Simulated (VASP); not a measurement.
# TePb (CsCl type) (Pm-3m) in VASP: notebook

The runs below take TePb (CsCl type) through density of states, with PBE.

All numbers are computed with VASP 6.6.1; they aren't measurements. Logs are shortened: lines on timing, memory, paths and dates and some standing lists are left out, and cuts for length are marked.

### 1 The cell of the first run

The structure is cubic, space group Pm-3m (No. 221). Conventional cell: a = 3.274 Å, b = 3.274 Å, c = 3.274 Å, α = 90.00°, β = 90.00°, γ = 90.00°. Within 3.7 Å of Pb (site symmetry m-3m) lie 8 Te at 2.84 Å and 6 Pb at 3.27 Å. Te (site symmetry m-3m) has 8 Pb at 2.84 Å and 6 Te at 3.27 Å within 3.7 Å.

### 2 Density of states, PBE (volume scaled by 0.55)

Input file POSCAR:

```
TePb
1.0
    3.2741593582      0.0000000000      0.0000000000
    0.0000000000      3.2741593582      0.0000000000
    0.0000000000      0.0000000000      3.2741593582
Pb Te
1 1
Direct
    0.0000000000      0.0000000000      0.0000000000
    0.5000000000      0.5000000000      0.5000000000
```

Input file INCAR.step1:

```
PREC = Accurate
ENCUT = 520
EDIFF = 1E-7
ISMEAR = -1
SIGMA = 0.1
LREAL = F
LASPH = T
NELM = 80
ALGO = Normal
ISIF = 2
LWAVE = F
LCHARG = T
GGA = PE
NBANDS = 17
```

Input file KPOINTS.step1:

```
regular mesh
0
Gamma
  11 11 11
```

Input file INCAR.step2:

```
PREC = Accurate
ENCUT = 520
EDIFF = 1E-7
ISMEAR = -5
SIGMA = 0.1
LREAL = F
LASPH = T
NELM = 80
ALGO = Normal
ISIF = 2
LWAVE = F
LCHARG = F
GGA = PE
LORBIT = 11
NBANDS = 17
NEDOS = 1001
ICHARG = 11
```

Input file KPOINTS.step2:

```
regular mesh
0
Gamma
  17 17 17
```

Potentials or basis: VASP PAW PBE potentials, release 64 (Pb_d, Te).

On the command line:

```
$ cat potpaw_PBE.64/Pb_d/POTCAR potpaw_PBE.64/Te/POTCAR > POTCAR
$ cp INCAR.step1 INCAR
$ cp KPOINTS.step1 KPOINTS
$ mpirun -np 1 vasp_std > vasp.out
$ cp INCAR.step2 INCAR
$ cp KPOINTS.step2 KPOINTS
$ mpirun -np 1 vasp_std > vasp.out
```

OUTCAR:

```text
PREC = Accurate
   ENCUT = 520
   EDIFF = 1E-7
   ISMEAR = -5
   LREAL = F
   LASPH = T
   NELM = 80
   ISIF = 2
   GGA = PE
   LORBIT = 11
   ICHARG = 11

 ion  position               nearest neighbor table
   1  0.000  0.000  0.000-   2 2.84   2 2.84   2 2.84   2 2.84   2 2.84   2 2.84   2 2.84   2 2.84

   2  0.500  0.500  0.500-   1 2.84   1 2.84   1 2.84   1 2.84   1 2.84   1 2.84   1 2.84   1 2.84

  LATTYP: Found a simple cubic cell.
 ALAT       =     3.2741593582

  Lattice vectors:

 A1 = (   3.2741593582,   0.0000000000,   0.0000000000)
 A2 = (   0.0000000000,   3.2741593582,   0.0000000000)
 A3 = (   0.0000000000,   0.0000000000,   3.2741593582)

Analysis of symmetry for initial positions (statically):
=====================================================================
 Subroutine PRICEL returns:
 Original cell was already a primitive cell.

 Routine SETGRP: Setting up the symmetry group for a
 simple cubic supercell.

 Subroutine GETGRP returns: Found 48 space group operations
 (whereof 48 operations were pure point group operations)
 out of a pool of 48 trial point group operations.

The static configuration has the point symmetry O_h .

Analysis of symmetry for dynamics (positions and initial velocities):
=====================================================================
 Subroutine PRICEL returns:
 Original cell was already a primitive cell.

 Routine SETGRP: Setting up the symmetry group for a
 simple cubic supercell.

 Subroutine GETGRP returns: Found 48 space group operations
 (whereof 48 operations were pure point group operations)
 out of a pool of 48 trial point group operations.

The dynamic configuration has the point symmetry O_h .

 Subroutine INISYM returns: Found 48 space group operations
 (whereof 48 operations are pure point group operations),
 and found     1 'primitive' translations

----------------------------------------------------------------------------------------

                                     Primitive cell

  volume of cell :      35.0994

  direct lattice vectors                    reciprocal lattice vectors
     3.274159358  0.000000000  0.000000000     0.305421909  0.000000000  0.000000000
     0.000000000  3.274159358  0.000000000     0.000000000  0.305421909  0.000000000
     0.000000000  0.000000000  3.274159358     0.000000000  0.000000000  0.305421909

[... 83 lines left out ...]
   ENCUT  =  520.0 eV  38.22 Ry    6.18 a.u.   6.09  6.09  6.09*2*pi/ulx,y,z
   NELM   =     80;   NELMIN=  2; NELMDL=  0     # of ELM steps
   EDIFF  = 0.1E-06   stopping-criterion for ELM
   LREAL  =      F    real-space projection
   EDIFFG = 0.1E-05   stopping-criterion for IOM
   NSW    =      0    number of steps for IOM
   IBRION =     -1    ionic relax: 0-MD 1-quasi-New 2-CG
   NFREE  =      0    steps in history (QN), initial steepest desc. (CG)
   ISIF   =      2    stress and relaxation
   ISYM   =      2    0-nonsym 1-usesym 2-fastsym
   POTIM  = 0.5000    time-step for ionic-motion
   TEBEG  =    0.0;   TEEND  =   0.0 temperature during run
   PSTRESS=    0.0 pullay stress
   NELECT =      20.0000    total number of electrons
   NUPDOWN=      -1.0000    fix difference up-down
   EMIN   =  10.00;   EMAX   =-10.00  energy-range for DOS
   EFERMI =   0.00;   METHOD = LEGACY
   ISMEAR =    -5;   SIGMA  =   0.10  broadening in eV -4-tet -1-fermi 0-gaus
   EFERMI_NEDOS =   21; number of points for ismear=-14 and -15
   IALGO  =     38    algorithm
   IMIX   =      4    mixing-type and parameters
     AMIX     =   0.40;   BMIX     =  1.00
     AMIX_MAG =   1.60;   BMIX_MAG =  1.00
  volume/ion in A,a.u.               =      17.55       118.43
  Fermi-wavevector in a.u.,A,eV,Ry     =   1.357224  2.564782 25.062724  1.842058
  Thomas-Fermi vector in A             =   2.484161
   LORBIT       =     11    0 simple, 1 ext, 2 COOP (PROOUT), +10 PAW based schemes
   GGA     = PE    functional components
   LHFCALC =     F    Hartree Fock is set to
   AEXX    =    0.0000 exact exchange contribution
   IVDW    =     0    specifies the selected vdW correction
   LEPSILON=     F    determine dielectric tensor
   LRPA    =     F    only Hartree local field effects (RPA)
 non-spin polarized calculation
 Fermi weights with tetrahedron method with Bloechl corrections
  energy-cutoff  :      520.00
  volume of cell :       35.10
 maximum number of plane-waves:       961

 number of electron      19.9999994 magnetization

 Free energy of the ion-electron system (eV)
  ---------------------------------------------------
  ext. energy  EPLUGINS =         0.00000000
  ---------------------------------------------------
  free energy    TOTEN  =        -2.23257662 eV

  energy without entropy =       -2.23257662  energy(sigma->0) =       -2.23257662

 E-fermi :  15.8520     XC(G=0): -12.7230

 val. band max:       15.9218216830   @ k =   0.4706   0.1765   0.0000
 cond. band min:      15.6046391893   @ k =   0.3529   0.0000   0.0000
 fundamental gap:     -0.3171824938
 Fermi energy:        15.8519650256

 k-point     1 :       0.0000    0.0000    0.0000
  band No.  band energies     occupation
      1      -2.4765      2.00000
      2      -2.4765      2.00000
      3      -2.2754      2.00000
      4      -1.9353      2.00000
      5      -1.9353      2.00000
      6      -1.9353      2.00000
[... 457 lines left out ...]
      4      -2.0939      2.00000
      5      -1.9517      2.00000
      6       1.1998      2.00000
[... 9 lines left out ...]
     16      27.8445      0.00000
     17      29.3580      0.00000

 [... further k-points ...]
[... 5 lines left out ...]
  --------------------------------------------------------------------------------------
  -------------------------------------------------------------------------------------
  Total       20.7152595     20.7152595     20.7152595      0.0000000      0.0000000      0.0000000
  in kB      945.5870612    945.5870612    945.5870612      0.0000000      0.0000000      0.0000000
  external PRESSURE =     945.5870612 kB  Pullay stress =       0.0000000 kB

 VOLUME and BASIS-vectors are now :
 -----------------------------------------------------------------------------
  energy-cutoff  :      520.00
  volume of cell :       35.10
      direct lattice vectors                 reciprocal lattice vectors
     3.274159358  0.000000000  0.000000000     0.305421909  0.000000000  0.000000000
     0.000000000  3.274159358  0.000000000     0.000000000  0.305421909  0.000000000
     0.000000000  0.000000000  3.274159358     0.000000000  0.000000000  0.305421909

 POSITION                                       TOTAL-FORCE (eV/Angst)
 -----------------------------------------------------------------------------------
      0.00000      0.00000      0.00000         0.000000      0.000000      0.000000
      1.63708      1.63708      1.63708         0.000000      0.000000      0.000000
 -----------------------------------------------------------------------------------
    total drift:                               -0.000000      0.000000      0.000000

  FREE ENERGIE OF THE ION-ELECTRON SYSTEM (eV)
  ---------------------------------------------------
  free  energy   TOTEN  =        -2.2325766197 eV

  energy  without entropy=       -2.2325766197  energy(sigma->0) =       -2.23257662

 total charge

# of ion       s       p       d       tot
------------------------------------------
    1        1.400   1.080   9.936  12.416
    2        1.437   2.142   0.151   3.730
--------------------------------------------------
tot          2.838   3.221  10.087  16.146
```

Run time: 22 s. Hardware: 1 thread of Intel Xeon 6975P-C (Granite Rapids), shared host; peak memory 0.21 GiB.

What came out:

```
Valence electrons inside the program's atomic spheres : Pb 12.42; Te 3.73
```

Levels at points of the mesh, in eV from the Fermi level:
```
           k point  band 8  band 9  band 10  band 11  band 12  band 13
(0.00, 0.00, 0.00)   -3.58   -3.58    -3.58     2.89     2.89    10.47
```

Caveat: spin-orbit coupling is left out, which moves the levels of the heavy elements; tetrahedron occupations give inexact forces and stress in metals.

(Continued in part 2 of 2.)
